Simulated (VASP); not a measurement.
Runs of VASP 6.6.1 on HgTe. The structure is that of space group Cmcm (No. 63), or close to it. The cells are those of the table. 

```csv
cell,gap on the mesh (eV),pressure (GPa),largest force (eV/Å)
"a = 4.613, b = 4.613, c = 5.878 Å, angles 90.0, 90.0, 104.7°, 4 atoms",none,1.9,0.23
"a = 4.530, b = 4.530, c = 5.878 Å, angles 90.0, 90.0, 90.5°, 4 atoms",none,0.4,0.53
"a = 4.638, b = 4.638, c = 5.878 Å, angles 90.0, 90.0, 107.5°, 4 atoms",none,3.5,0.36
"a = 4.591, b = 4.591, c = 5.878 Å, angles 90.0, 90.0, 101.9°, 4 atoms",none,0.8,0.11
"a = 4.541, b = 4.541, c = 5.878 Å, angles 90.0, 90.0, 93.4°, 4 atoms",none,(b),(a)
```

Alike in all rows: task single point; level PBE; potentials or basis VASP PAW PBE potentials, release 64 (Hg, Te); no spin polarisation; k mesh 10 × 10 × 8; cutoff (eV) 520; smearing gaussian 0.15 eV.

Q: Fill in the values left out.

A: (a) 0.29; (b) -0.1.

Caveats: spin-orbit coupling is left out, which moves the levels of the heavy elements.

A k mesh can miss the band edges, and the runs leave out spin-orbit coupling on Hg, Te.

A gap of «none» marks levels without a gap at the run's occupations.
